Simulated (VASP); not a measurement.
A run of VASP 6.6.1 is set up as follows.

Contents of INCAR:

```
SYSTEM = V
ALGO = Normal ; EDIFF = 1E-6
ENCUT = 500 ; GGA = PE
GGA_COMPAT = .FALSE. ; ISIF = 2
ISMEAR = 0 ; LASPH = .TRUE.
LCHARG = .TRUE. ; LELF = .TRUE.
LREAL = .FALSE. ; LVHAR = .TRUE.
LWAVE = .FALSE. ; NBANDS = 34
NELM = 120 ; PREC = Accurate
SIGMA = 0.1
```

Contents of KPOINTS:

```
k-points
0
G
  6 6 4
  0 0 0
```

POSCAR

```
V
1.0
    2.0999210028     -1.5238570320      0.1767522114
    2.0999210028      1.5238570320      0.1767522114
   -0.7145283970      0.0000000000      8.3740321514
V
4
Direct
    0.7500819827      0.7488655492      0.1249511321
    0.2511344508      0.2499180173      0.3750488679
    0.2499180173      0.2511344508      0.8750488679
    0.7488655492      0.7500819827      0.6249511321
```

Potentials or basis: VASP PAW PBE potentials, release 64 (V_sv).

Launch:

```sh
$ cat potpaw_PBE.64/V_sv/POTCAR > POTCAR
$ mpirun -np 1 vasp_std > vasp.out
```

Problem. Estimate the largest force.

Solution. 0.014 eV/Å.

Problem. Estimate the band gap on the k mesh.

Solution. Zero (band 26 reaches 10.73 eV, above the bottom of band 27 at 9.32 eV).

Problem. Estimate the pressure.

Solution. 0.1 GPa.

Stress tensor (GPa, compression positive):
```
-0.11  0.00 -0.02
 0.00 -0.03  0.00
-0.02  0.00  0.35
```

Caveat: the k points lie up to 0.42 Å⁻¹ apart.
